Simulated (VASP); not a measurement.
# BN (Fmm2) in VASP: notebook, part 2 of 2

VASP 6.6.1. Earlier steps stand in the parts before.

## (3) Single point, LDA

This run uses another cell than the first one, of the same volume but with other edges.

The input, INCAR:

```
  PREC = Accurate
  ENCUT = 600
  EDIFF = 1E-6
  ISMEAR = 0
  SIGMA = 0.05
  LREAL = False
  LASPH = True
  NELM = 120
  ALGO = Normal
  ISIF = 2
  LWAVE = False
  LCHARG = False
  NBANDS = 11
  GGA_COMPAT = False
```

The input, KPOINTS:

```
regular mesh
0
Gamma
  12 12 12
```

The input, POSCAR:

```
BN
1.0
    0.0000000000      3.2892181283      2.4460438784
    1.1778309010      0.0000000000      2.4460438784
    1.1778309010      3.2892181283      0.0000000000
B N
1 1
Direct
    0.0000486500      0.0000486500      0.9999513500
    0.6666513400      0.6666513400      0.3333486600
```

Potentials or basis: VASP PAW LDA potentials, release 64 (B, N).

The run is started by

```console
$ cat potpaw_LDA.64/B/POTCAR potpaw_LDA.64/N/POTCAR > POTCAR
$ mpirun -np 1 vasp_std > vasp.out
```

OUTCAR:

```text
PREC = Accurate
   ENCUT = 600
   EDIFF = 1E-6
   ISMEAR = 0
   LREAL = False
   LASPH = True
   NELM = 120
   ISIF = 2

 ion  position               nearest neighbor table
   1  0.000  0.000  1.000-   2 1.43   2 1.43   2 1.63
   2  0.667  0.667  0.333-   1 1.43   1 1.43   1 1.63

  LATTYP: Found a face centered orthorhombic cell.
 ALAT       =     2.3556618020
 B/A-ratio  =     2.0767360377
 C/A-ratio  =     2.7926064136

  Lattice vectors:

 A1 = (  -0.0000000000,   3.2892181283,   2.4460438784)
 A2 = (  -1.1778309010,   3.2892181283,   0.0000000000)
 A3 = (  -1.1778309010,   0.0000000000,   2.4460438784)

Analysis of symmetry for initial positions (statically):
=====================================================================
 Subroutine PRICEL returns:
 Original cell was already a primitive cell.

 Routine SETGRP: Setting up the symmetry group for a
 face centered orthorhombic supercell.

 Subroutine GETGRP returns: Found  4 space group operations
 (whereof  4 operations were pure point group operations)
 out of a pool of  8 trial point group operations.

The static configuration has the point symmetry C_2v.

Analysis of symmetry for dynamics (positions and initial velocities):
=====================================================================
 Subroutine PRICEL returns:
 Original cell was already a primitive cell.

 Routine SETGRP: Setting up the symmetry group for a
 face centered orthorhombic supercell.

 Subroutine GETGRP returns: Found  4 space group operations
 (whereof  4 operations were pure point group operations)
 out of a pool of  8 trial point group operations.

The dynamic configuration has the point symmetry C_2v.

 Subroutine INISYM returns: Found  4 space group operations
 (whereof  4 operations are pure point group operations),
 and found     1 'primitive' translations

[... 119 lines left out ...]
   GGA     = CA    functional components
   LHFCALC =     F    Hartree Fock is set to
   AEXX    =    0.0000 exact exchange contribution
   IVDW    =     0    specifies the selected vdW correction
   LEPSILON=     F    determine dielectric tensor
   LRPA    =     F    only Hartree local field effects (RPA)
 non-spin polarized calculation
 Gauss-broadening in eV      SIGMA  =   0.05
  energy-cutoff  :      600.00
  volume of cell :       18.95
 maximum number of plane-waves:       649
 NGX is ok and might be reduce to    36

 number of electron       8.0000000 magnetization

 Free energy of the ion-electron system (eV)
  ---------------------------------------------------
  ext. energy  EPLUGINS =         0.00000000
  ---------------------------------------------------
  free energy    TOTEN  =       -18.51239593 eV

  energy without entropy =      -18.51239593  energy(sigma->0) =      -18.51239593

 E-fermi :   2.3823     XC(G=0): -10.3928

 val. band max:        2.1865209235   @ k =   0.5000  -0.3333   0.1667
 cond. band min:       4.6218286479   @ k =   0.0000   0.5000   0.5000
 fundamental gap:      2.4353077244
 Fermi energy:         2.3822872432

 k-point     1 :       0.0000    0.0000    0.0000
  band No.  band energies     occupation
      1     -15.2963      2.00000
      2      -1.7526      2.00000
      3      -0.2271      2.00000
      4       1.3173      2.00000
      5       6.1906      0.00000
      6       9.9302      0.00000
      7      13.7741      0.00000
      8      14.7399      0.00000
      9      17.5290      0.00000
     10      25.6576      0.00000
     11      27.9740      0.00000
[... 309 lines left out ...]
 k-point    24 :      -0.4167    0.1667   -0.0000
  band No.  band energies     occupation
      1     -11.7400      2.00000
      2      -6.0866      2.00000
      3      -3.7134      2.00000
      4       1.8097      2.00000
      5       6.4804      0.00000
      6      10.9868      0.00000
      7      14.3422      0.00000
      8      16.4275      0.00000
      9      19.6965      0.00000
     10      21.4402      0.00000
     11      24.3186      0.00000

 [... further k-points ...]

------------------------ aborting loop because EDIFF is reached ----------------------------------------

  FORCE on cell =-STRESS in cart. coord.  units (eV):
  Direction    XX          YY          ZZ          XY          YZ          ZX
  --------------------------------------------------------------------------------------
  -------------------------------------------------------------------------------------
  Total        3.8227452      0.0554730     -9.9831581      0.0000000      0.0000000      0.0000000
  in kB      323.1588691      4.6894564   -843.9343711      0.0000000      0.0000000      0.0000000
  external PRESSURE =    -172.0286818 kB  Pullay stress =       0.0000000 kB

 VOLUME and BASIS-vectors are now :
 -----------------------------------------------------------------------------
  energy-cutoff  :      600.00
  volume of cell :       18.95
      direct lattice vectors                 reciprocal lattice vectors
     0.000000000  3.289218128  2.446043878    -0.424509155  0.152011810  0.204411705
     1.177830901  0.000000000  2.446043878     0.424509155 -0.152011810  0.204411705
     1.177830901  3.289218128  0.000000000     0.424509155  0.152011810 -0.204411705

 POSITION                                       TOTAL-FORCE (eV/Angst)
 -----------------------------------------------------------------------------------
      1.17783      3.28922      0.00024         0.000000      0.000000     -0.242923
      1.17783      3.28922      3.26132         0.000000      0.000000      0.242923
 -----------------------------------------------------------------------------------
    total drift:                               -0.000000     -0.000000      0.000600

  FREE ENERGIE OF THE ION-ELECTRON SYSTEM (eV)
  ---------------------------------------------------
  free  energy   TOTEN  =       -18.5123959340 eV

  energy  without entropy=      -18.5123959340  energy(sigma->0) =      -18.51239593
```

OSZICAR:

```text
N       E                     dE             d eps       ncg     rms          rms(c)
DAV:   1     0.145254791986E+02    0.14525E+02   -0.49202E+03  6224   0.756E+02
DAV:   2    -0.195197145148E+02   -0.34045E+02   -0.32455E+02  7361   0.155E+02
DAV:   3    -0.203520465027E+02   -0.83233E+00   -0.83067E+00  7542   0.219E+01
DAV:   4    -0.203543599744E+02   -0.23135E-02   -0.23134E-02  6663   0.143E+00
DAV:   5    -0.203543698819E+02   -0.99076E-05   -0.99076E-05  7358   0.799E-02    0.756E+00
DAV:   6    -0.187256861478E+02    0.16287E+01   -0.64905E+00  6676   0.132E+01    0.333E+00
DAV:   7    -0.185675418817E+02    0.15814E+00   -0.16355E-01  7330   0.317E+00    0.199E+00
DAV:   8    -0.185128548086E+02    0.54687E-01   -0.13606E-01  7222   0.231E+00    0.238E-01
DAV:   9    -0.185124249495E+02    0.42986E-03   -0.45631E-03  6664   0.542E-01    0.131E-01
DAV:  10    -0.185123919511E+02    0.32998E-04   -0.26684E-04  7239   0.140E-01    0.329E-02
DAV:  11    -0.185123956320E+02   -0.36810E-05   -0.10308E-05  6907   0.244E-02    0.188E-02
DAV:  12    -0.185123959340E+02   -0.30201E-06   -0.25066E-06  7020   0.107E-02
   1 F= -.18512396E+02 E0= -.18512396E+02  d E =-.718298E-11
```

Wall time 1.9 min (1 thread of Intel Xeon 8259CL, shared host); peak memory 0.19 GiB.

What came out:

```
Free energy            : -18.5124 eV
Pressure               : -17.2 GPa
Largest force          : 0.243 eV/Å
Band gap on the k mesh : 2.44 eV (least direct gap 4.30 eV)
```

Forces on the atoms (eV/Å):
```
B    0.000  0.000 -0.243
N    0.000  0.000  0.243
```

Caveat: the cell stands under tension. A k mesh can miss the band edges.
